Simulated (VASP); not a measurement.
# EuSb (F-43m) in VASP: further runs, part 2 of 2

VASP 6.6.1. Earlier steps stand in the parts before.

### Step 4. Single point, LDA+U, collinear spin, ferromagnetic start

INCAR

```
ALGO = Normal
EDIFF = 1E-6
ENCUT = 520
GGA = CA
ISIF = 2
ISMEAR = 0
ISPIN = 2
LASPH = T
LCHARG = F
LDAU = T
LDAUJ = 0 0
LDAUL = 3 -1
LDAUPRINT = 1
LDAUTYPE = 2
LDAUU = 6 0
LMAXMIX = 6
LORBIT = 11
LREAL = F
LWAVE = F
MAGMOM = 6 0
NBANDS = 22
NELM = 150
PREC = Accurate
SIGMA = 0.05
```

KPOINTS

```
k-points
0
Gamma
  8 8 8
```

POSCAR

```
EuSb
1.0
    0.0000000000      3.5609606588      3.5609606588
    3.5609606588      0.0000000000      3.5609606588
    3.5609606588      3.5609606588      0.0000000000
Eu Sb
1 1
Direct
    0.0000000000      0.0000000000      0.0000000000
    0.2500000000      0.2500000000      0.2500000000
```

Potentials or basis: VASP PAW PBE potentials, release 64 (Eu, Sb).

Run with:

```
cat potpaw_PBE.64/Eu/POTCAR potpaw_PBE.64/Sb/POTCAR > POTCAR
mpirun -np 1 vasp_std > vasp.out
```

OUTCAR:

```text
EDIFF = 1E-6
   ENCUT = 520
   GGA = CA
   ISIF = 2
   ISMEAR = 0
   ISPIN = 2
   LASPH = T
   LORBIT = 11
   LREAL = F
   NELM = 150
   PREC = Accurate

 ion  position               nearest neighbor table
   1  0.000  0.000  0.000-   2 3.08   2 3.08   2 3.08   2 3.08
   2  0.250  0.250  0.250-   1 3.08   1 3.08   1 3.08   1 3.08

  LATTYP: Found a face centered cubic cell.
 ALAT       =     7.1219213176

  Lattice vectors:

 A1 = (   0.0000000000,   3.5609606588,   3.5609606588)
 A2 = (   3.5609606588,   0.0000000000,   3.5609606588)
 A3 = (   3.5609606588,   3.5609606588,   0.0000000000)

Analysis of symmetry for initial positions (statically):
=====================================================================
 Subroutine PRICEL returns:
 Original cell was already a primitive cell.

 Routine SETGRP: Setting up the symmetry group for a
 face centered cubic supercell.

 Subroutine GETGRP returns: Found 24 space group operations
 (whereof 24 operations were pure point group operations)
 out of a pool of 48 trial point group operations.

The static configuration has the point symmetry T_d .

Analysis of symmetry for dynamics (positions and initial velocities):
=====================================================================
 Subroutine PRICEL returns:
 Original cell was already a primitive cell.

 Routine SETGRP: Setting up the symmetry group for a
 face centered cubic supercell.

 Subroutine GETGRP returns: Found 24 space group operations
 (whereof 24 operations were pure point group operations)
 out of a pool of 48 trial point group operations.

The dynamic configuration has the point symmetry T_d .
[... 195 lines left out ...]
  o =  0.9766  v = -0.0001 -0.0000 -0.0000  1.0000  0.0004  0.0000 -0.0005  0.0000  0.0000  0.0000  0.0000  0.0000  0.0000  0.0000      0.0000  0.0000  0.0000  0.0000  0.0000  0.0000  0.0000  0.0000  0.0000  0.0000  0.0000  0.0000  0.0000  0.0000

 number of electron      22.0000005 magnetization       7.7258400

 Free energy of the ion-electron system (eV)
  ---------------------------------------------------
  ext. energy  EPLUGINS =         0.00000000
  ---------------------------------------------------
  free energy    TOTEN  =       -15.70623393 eV

  energy without entropy =      -15.69796395  energy(sigma->0) =      -15.70209894

 E-fermi :   1.0482     XC(G=0):  -8.1452

 val. band max:        1.0473486402   @ k =   0.2500   0.2500   0.0000
 cond. band min:       1.0494256853   @ k =   0.3750   0.1250   0.0000
 fundamental gap:      0.0020770451
 Fermi energy:         1.0482061537

 spin component 1

 k-point     1 :       0.0000    0.0000    0.0000
  band No.  band energies     occupation
      1     -38.2609      1.00000
      2     -17.3695      1.00000
      3     -17.3695      1.00000
      4     -17.3695      1.00000
      5      -7.2946      1.00000
      6       0.0834      1.00000
[... 1193 lines left out ...]
     21      10.5770      0.00000
     22      10.8625      0.00000

 [... further k-points ...]

------------------------ aborting loop because EDIFF is reached ----------------------------------------

  FORCE on cell =-STRESS in cart. coord.  units (eV):
  Direction    XX          YY          ZZ          XY          YZ          ZX
  --------------------------------------------------------------------------------------
  -------------------------------------------------------------------------------------
  Total        0.4733304      0.4733304      0.4733304     -0.0000000      0.0000000     -0.0000000
  in kB        8.3973728      8.3973728      8.3973728     -0.0000000      0.0000000     -0.0000000
  external PRESSURE =       8.3973728 kB  Pullay stress =       0.0000000 kB

 VOLUME and BASIS-vectors are now :
 -----------------------------------------------------------------------------
  energy-cutoff  :      520.00
  volume of cell :       90.31
      direct lattice vectors                 reciprocal lattice vectors
     0.000000000  3.560960659  3.560960659    -0.140411548  0.140411548  0.140411548
     3.560960659  0.000000000  3.560960659     0.140411548 -0.140411548  0.140411548
     3.560960659  3.560960659  0.000000000     0.140411548  0.140411548 -0.140411548

 POSITION                                       TOTAL-FORCE (eV/Angst)
 -----------------------------------------------------------------------------------
      0.00000      0.00000      0.00000         0.000000      0.000000      0.000000
      1.78048      1.78048      1.78048        -0.000000     -0.000000     -0.000000
 -----------------------------------------------------------------------------------
    total drift:                                0.000000      0.000000     -0.000000

  FREE ENERGIE OF THE ION-ELECTRON SYSTEM (eV)
  ---------------------------------------------------
  free  energy   TOTEN  =       -15.7062339279 eV

  energy  without entropy=      -15.6979639519  energy(sigma->0) =      -15.70209894

 total charge

# of ion       s       p       d       f       tot
--------------------------------------------------
    1        2.048   5.695   0.301   6.805  14.850
    2        1.172   1.353   0.005   0.000   2.529
--------------------------------------------------
tot          3.220   7.048   0.306   6.805  17.379

 magnetization (x)

# of ion       s       p       d       f       tot
--------------------------------------------------
    1       -0.006  -0.071   0.088   6.795   6.807
    2       -0.005   0.228   0.002   0.000   0.225
--------------------------------------------------
tot         -0.010   0.157   0.090   6.795   7.032
```

OSZICAR:

```text
N       E                     dE             d eps       ncg     rms          rms(c)
DAV:   1     0.156765846271E+03    0.15677E+03   -0.78291E+03  3334   0.338E+03
DAV:   2     0.217720496429E+02   -0.13499E+03   -0.11829E+03  3488   0.355E+02
[... 47 lines left out ...]
DAV:  50    -0.157062467536E+02    0.10680E-04   -0.11087E-05  4386   0.132E-01    0.872E-02
DAV:  51    -0.157062413280E+02    0.54255E-05   -0.48151E-06  4076   0.740E-02    0.633E-02
DAV:  52    -0.157062392301E+02    0.20979E-05   -0.70378E-07  2706   0.368E-02    0.468E-02
DAV:  53    -0.157062355686E+02    0.36616E-05   -0.27758E-06  3438   0.605E-02    0.281E-02
DAV:  54    -0.157062341711E+02    0.13975E-05   -0.71668E-07  2628   0.351E-02    0.180E-02
DAV:  55    -0.157062339279E+02    0.24312E-06   -0.20522E-06  2526   0.965E-03
   1 F= -.15706234E+02 E0= -.15702099E+02  d E =-.826998E-02  mag=     7.7257
```

stdout:

```text
POSCAR found type information on POSCAR EuSb
 POSCAR found :  2 types and       2 ions
 scaLAPACK will be used
 -----------------------------------------------------------------------------
|                                                                             |
|                                                                             |
|     You enforced a specific xc type in the INCAR file but a different       |
|     I HOPE YOU KNOW WHAT YOU ARE DOING!                                     |
|                                                                             |
 -----------------------------------------------------------------------------

 LDA part: xc-table for (Slater(with rela. corr.)+CA(PZ))
 , standard interpolation
 POSCAR, INCAR and KPOINTS ok, starting setup
 FFT: planning ... GRIDC
 FFT: planning ... GRID_SOFT
 FFT: planning ... GRID
 WAVECAR not read
 entering main loop
```

Wall time 5.1 min (1 thread of Intel Xeon 6975P-C (Granite Rapids), shared host); peak memory 0.29 GiB.

Results:

| Property | Result |
| --- | --- |
| Free energy | -15.7062 eV |
| Pressure | 0.8 GPa |
| Net moment | 7.73 μB per cell |
| Site moments | Eu +6.81; Sb +0.23 μB |
| Valence electrons inside the program's atomic spheres | Eu 14.85; Sb 2.53 |

Levels at points of the mesh, in eV from the Fermi level:
Spin up:
```tsv
k point	band 13	band 14	band 15	band 16	band 17	band 18
(0.00, 0.00, 0.00)	-0.32	-0.32	-0.32	2.46	3.43	3.43
(0.50, 0.00, 0.00)	-0.56	-0.19	-0.19	3.28	3.70	3.70
(0.50, 0.50, 0.00)	-0.56	0.06	0.06	1.77	3.05	4.28
```
Spin down:
```
           k point  band 4  band 5  band 6  band 7  band 8  band 9  band 10  band 11
(0.00, 0.00, 0.00)  -16.27   -7.99   -0.22   -0.22   -0.22    2.57     4.16     4.16
(0.50, 0.00, 0.00)  -16.29   -7.48   -1.26    0.00    0.00    3.81     4.38     4.38
(0.50, 0.50, 0.00)  -16.31   -7.30   -1.53    0.29    0.29    2.20     3.61     5.15
```

Eigenvalues of the final occupation matrices:
```tsv
site	spin	trace	eigenvalues
site 1 f	1	6.81	0.97 0.97 0.97 0.97 0.98 0.98 0.98
site 1 f	2	0.01	0.00 0.00 0.00 0.00 0.00 0.00 0.00
```

Caveat: the PAW data sets were made with another functional, which shifts forces and pressure a little; spin-orbit coupling is left out, which moves the levels of the heavy elements; a cell with one magnetic atom can't hold antiferromagnetic order, which such compounds often take. The state reached can hang on the start; a lower one may exist.

### Step 5. Single point, LDA+U, collinear spin, antiferromagnetic start

This run uses another cell than the first one: it holds 4 atoms, not 2.

INCAR

```
ALGO     = Normal         # electronic algorithm
EDIFF    = 1E-7           # SCF threshold, eV
ENCUT    = 520            # plane-wave cutoff, eV
GGA      = CA             # functional
ISIF     = 2              # what is computed and relaxed
ISMEAR   = 0              # smearing method
ISPIN    = 2              # spin polarisation
LASPH    = T              # aspherical terms in the spheres
LCHARG   = F              # write CHGCAR
LDAU     = T              # DFT+U
LDAUJ    = 0 0          
LDAUL    = 3 -1           # shell
LDAUPRINT= 1            
LDAUTYPE = 2            
LDAUU    = 4 0            # U, eV
LMAXMIX  = 6              # l up to which the mixer works
LORBIT   = 11             # projections on sites
LREAL    = F              # projectors in reciprocal space
LWAVE    = F              # write WAVECAR
MAGMOM   = 6 -6 0 0       # initial moments
NBANDS   = 34             # bands
NELM     = 150            # most SCF steps
PREC     = Accurate       # precision mode
SIGMA    = 0.05           # smearing width, eV
```

KPOINTS

```
k-points
0
Gamma
  4 4 4
```

POSCAR

```
EuSb
1.0
    0.0000000000      3.5609606588      3.5609606588
    7.1219213176      3.5609606588      3.5609606588
    7.1219213176      7.1219213176      0.0000000000
Eu Sb
2 2
Direct
    0.0000000000      0.0000000000      0.0000000000
    0.0000000000      0.0000000000      0.5000000000
    0.2500000000      0.2500000000      0.0000000000
    0.2500000000      0.2500000000      0.5000000000
```

Run with:

```
cat potpaw_PBE.64/Eu/POTCAR potpaw_PBE.64/Sb/POTCAR > POTCAR
mpirun -np 1 vasp_std > vasp.out
```

It took 20 min on 1 thread of Intel Xeon 6975P-C (Granite Rapids), shared host; peak memory 0.55 GiB.

The run converged, but its numbers aren't listed here, since they failed a check.

Caveat: the result breaks the symmetry of the cell; the PAW data sets were made with another functional, which shifts forces and pressure a little; spin-orbit coupling is left out, which moves the levels of the heavy elements.
